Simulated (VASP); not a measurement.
The system is B3C2Br.

```xyz
6
Lattice="-1.8789 1.8789 4.7633 1.8789 -1.8789 4.7633 1.8789 1.8789 -4.7633" Properties=species:S:1:pos:R:3 pbc="T T T"
B     0.0000    1.8789    2.3817
B     0.0000    0.0000    4.7633
B     1.8789    0.0000    2.3817
C     0.0000    0.0000    6.5801
C     0.0000    0.0000    2.9465
Br    0.0000    0.0000    0.0000
```

```yaml
Program: VASP 6.6.1
Task: relaxation of cell and atoms
Functional: PBE
Potentials_or_basis: VASP PAW PBE potentials, release 64 (B, C, Br)
Cutoff: 600 eV
k_mesh: 6 × 6 × 6
Occupations: gaussian, width 0.1 eV
Spin: no spin polarisation
```

At the start: pressure -28.2 GPa; volume 11.21 Å³/atom.

**Question.** How do energy, volume and symmetry change on relaxing?

**Answer.** Over 11 steps the energy falls by 632.6 meV/atom and the volume is 8.42 Å³/atom (-24.9 %); space group I4/mmm (No. 139, to 0.05 Å).

The path:
```
step  energy change (eV)  largest force (eV/Å)  pressure (GPa)  volume (Å³)
   1              0.0000                3.0782          -28.16        67.26
   2             -2.5189                0.9091           11.50        49.82
   3             -2.5286                1.1960            7.79        50.59
   4             -3.4202                1.1559            8.30        49.56
   5             -3.5075                2.5306            9.57        48.98
   6             -3.6063                0.1999           -6.01        51.86
   7             -3.7704                0.7736           -0.89        50.55
   8             -3.7707                0.8117           -0.62        50.49
   9             -3.7914                0.2304            1.67        50.08
  10             -3.7950                0.0643            1.00        50.20
  11             -3.7957                0.0152           -0.47        50.53
```

Final structure:
```
B C Br
1.0
    -1.56762    1.56762    5.14055
     1.56762   -1.56762    5.14055
     1.56762    1.56762   -5.14055
B C Br
3 2 1
Direct
  0.75000 0.25000 0.50000
  0.50000 0.50000 0.00000
  0.25000 0.75000 0.50000
  0.66687 0.66687 0.00000
  0.33313 0.33313 0.00000
  0.00000 0.00000 0.00000
```

Caveat: the k points lie up to 0.47 Å⁻¹ apart in the final cell; the volume moved by over 15 % at a fixed basis, so the end points are rough.
